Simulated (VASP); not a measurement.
Set up this calculation in VASP 6.6.1, as the native input.

| Property | Result |
| --- | --- |
| Task | single point |
| Functional | PBEsol |
| Potentials or basis | VASP PAW PBE potentials, release 64 (Ti_sv) |
| Cutoff | 520 eV |
| k mesh | 16 × 16 × 16 |
| Occupations | methfessel-paxton, width 0.05 eV |
| Spin | no spin polarisation |
| Dipole correction | no |
| Further INCAR settings | ALGO = Normal; EDIFF = 1e-07; NBANDS = 12 |

The structure of Ti lies in POSCAR:

```
Ti
1.0
    2.5974656649      0.0000000000      0.0000000000
    0.0000000000      2.5974656649      0.0000000000
    0.0000000000      0.0000000000      2.5974656649
Ti
1
Direct
    0.0000000000      0.0000000000      0.0000000000
```

These files were run (other wordings do the same):

INCAR

```
PREC = Accurate ; ENCUT = 520
EDIFF = 1E-7 ; ISMEAR = 1
SIGMA = 0.05 ; LREAL = F
LASPH = T ; NELM = 100
ALGO = Normal ; ISIF = 2
LWAVE = F ; LCHARG = T
GGA = PS ; LELF = T
LVHAR = T ; NBANDS = 12
```

KPOINTS

```
Automatic mesh
0
Gamma
  16 16 16
```

Potentials or basis: VASP PAW PBE potentials, release 64 (Ti_sv).

Run with:

```bash
$ cat potpaw_PBE.64/Ti_sv/POTCAR > POTCAR
$ mpirun -np 1 vasp_std > vasp.out
```

Results of the run:

| Item | Value |
| --- | --- |
| Pressure | -0.1 GPa |
| Band gap on the k mesh | zero (band 6 reaches 8.67 eV, above the bottom of band 7 at 6.52 eV) |

Caveat: the PAW data sets were made with another functional, which shifts forces and pressure a little.

Wall time 55 s on 1 thread of AMD EPYC 7R13, with other jobs on the host, peak memory 0.12 GiB.
